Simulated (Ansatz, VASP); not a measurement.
**SnTe in VASP and in Ansatz**

The input POSCAR:

```
SnTe
1.0
    3.9047000000      0.0000000000      0.0000000000
    0.0000000000      3.9047000000      0.0000000000
    0.0000000000      0.0000000000      3.9047000000
Te Sn
1 1
Direct
    0.5000000000      0.5000000000      0.5000000000
    0.0000000000      0.0000000000      0.0000000000
```

The input INCAR.step1:

```
SYSTEM = SnTe
PREC = Accurate
ENCUT = 600
EDIFF = 1E-5
ISMEAR = -1
SIGMA = 0.05
LREAL = .FALSE.
LASPH = .TRUE.
NELM = 60
ALGO = Normal
LWAVE = .TRUE.
LCHARG = .FALSE.
GGA = PE
NBANDS = 17
```

INCAR.step2

```
SYSTEM = SnTe
PREC = Accurate
ENCUT = 600
EDIFF = 1E-6
ISMEAR = -1
SIGMA = 0.05
LREAL = .FALSE.
LASPH = .TRUE.
NELM = 60
ALGO = Normal
ISIF = 3
LWAVE = .FALSE.
LCHARG = .FALSE.
GGA = PE
LHFCALC = .TRUE.
AEXX = 0.25
HFSCREEN = 0.3
PRECFOCK = Normal
IBRION = 2
NSW = 60
EDIFFG = -0.01
ISTART = 1
```

KPOINTS

```
Automatic mesh
0
G
  4 4 4
  0 0 0
```

Contents of input.yaml:

```yaml
crystal:
  lattice:
    - [3.9047, 0.0, 0.0]
    - [0.0, 3.9047, 0.0]
    - [0.0, 0.0, 3.9047]
  atoms:
    - { symbol: Te, position: [0.5, 0.5, 0.5] }
    - { symbol: Sn, position: [0.0, 0.0, 0.0] }
hamiltonian:
  xc: { exchange: pbe, correlation: pbe, exx: { coeff: 0.25, omega: 0.3 } }
  pseudopotentials: { kind: paw }
kpoints:
  mp_grid: { grid: [4, 4, 4] }
scf:
  occupations: { method: fermi_dirac, width: 0.05 }
output:
  forces: true
  stress: true
  eigenvalues: true
relax:
  f_tol: 0.01
  max_steps: 40
  cell: { stress_tol: 0.05 }
```

Alike in both runs: task relaxation of cell and atoms; functional PBE-based screened hybrid with a share of 0.25 of exact exchange and HFSCREEN = 0.3; k mesh 4 × 4 × 4; occupations fermi-dirac, width 0.05 eV; no spin polarisation.

|  | VASP | Ansatz |
| --- | --- | --- |
| version | VASP 6.6.1 | Ansatz 0.2.0 |
| potentials or method | VASP PAW PBE potentials, release 64 (Te, Sn_d) | Ansatz PAW |
| plane-wave cutoff (eV) | 600 | 420 |
| valence electrons in the cell | 20 | 30 |

Ansatz gave:

* gap on the k mesh at the Fermi level, each at its own relaxed structure (eV): none
* relaxed volume (Å³/atom): 28.98
* relaxed length of the cell vector where the two differ most in proportion (Å): 3.870

Question: What did VASP give for the same quantities?

Answer: gap on the k mesh at the Fermi level, each at its own relaxed structure (eV): none; relaxed volume (Å³/atom): 28.94; relaxed length of the cell vector where the two differ most in proportion (Å): 3.868.

VASP's potentials were made for PBE, not for PBE-based screened hybrid. A gap of «none» marks a metal or a gap that the smearing closes. VASP's potentials hold 20 valence electrons a cell and Ansatz's 30, so a difference there can come from the potentials and not from the codes.

The k mesh is coarse, so the values compare programs but aren't converged. Spin-orbit coupling is off throughout. Noted on Ansatz's run: the plane-wave basis is chosen anew once the cell has moved, so the energies of steps on either side of that aren't comparable.
